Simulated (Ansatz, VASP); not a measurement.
**Two plane-wave programs on Cd5Se**

```
CELL_PARAMETERS angstrom
3.26688 1.88614 4.08599
-3.26688 1.88614 4.08599
0.00000 -3.77227 4.08599
ATOMIC_POSITIONS crystal
Cd 0.00000 0.00000 0.50000
Cd 0.50000 0.00000 0.00000
Cd 0.00000 0.50000 0.00000
Cd 0.37673 0.37673 0.37673
Cd 0.62327 0.62327 0.62327
Se 0.00000 0.00000 0.00000
```

Alike in both runs: task relaxation of cell and atoms; functional PBE; k mesh 6 × 6 × 6; occupations gaussian, width 0.1 eV; no spin polarisation.

|  | VASP | Ansatz |
| --- | --- | --- |
| version | VASP 6.6.1 | Ansatz 0.2.0 |
| potentials or method | VASP PAW PBE potentials, release 64 (Cd, Se), cutoff 600 eV | scalar-relativistic, plane waves, PAW |
| valence electrons in the cell | 66 | 116 |

|  | VASP | Ansatz | Ansatz less VASP |
| --- | --- | --- | --- |
| gap on the k mesh at the Fermi level, each at its own relaxed structure (eV) | none | none | - |
| relaxed volume (Å³/atom) | 25.66 | 25.60 | -0.065 |
| relaxed length of the cell vector where the two differ most in proportion (Å) | 5.609 | 5.596 | -0.0124 |

A gap of «none» marks a metal or a gap that the smearing closes. VASP's potentials hold 66 valence electrons a cell and Ansatz's 116, so a difference there can come from the potentials and not from the codes.
